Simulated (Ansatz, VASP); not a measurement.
**One calculation of GaN, two programs**

```
Ga N
1.0
     3.18078    0.00000    0.00000
     0.00000    4.49830    0.00000
     0.00000    0.00000    3.18078
Ga N
2 2
Direct
  0.00000 0.00000 0.00000
  0.50000 0.50000 0.50000
  0.50000 0.25000 0.00000
  0.00000 0.75000 0.50000
```

Alike in both runs: task single point; functional PBEsol; k mesh 6 × 4 × 6; occupations gaussian, width 0.1 eV; no spin polarisation.

|  | VASP | Ansatz |
| --- | --- | --- |
| version | VASP 6.6.1 | Ansatz 0.2.0 |
| potentials or method | VASP PAW PBE potentials, release 64 (Ga_d, N), cutoff 600 eV | scalar-relativistic, plane waves, PAW |
| valence electrons in the cell | 36 | 36 |

|  | VASP | Ansatz | Ansatz less VASP |
| --- | --- | --- | --- |
| gap on the k mesh at the Fermi level (eV) | 1.72 | 1.70 | -0.016 |
| least direct gap on the mesh (eV) | 1.72 | 1.70 | -0.016 |
| pressure (GPa) | -0.4 | 0.0 | +0.35 |

VASP's potentials were made for PBE, not for PBEsol, and Ansatz warns of the same on its side. Ansatz's warnings: structure snapped to symmetry.
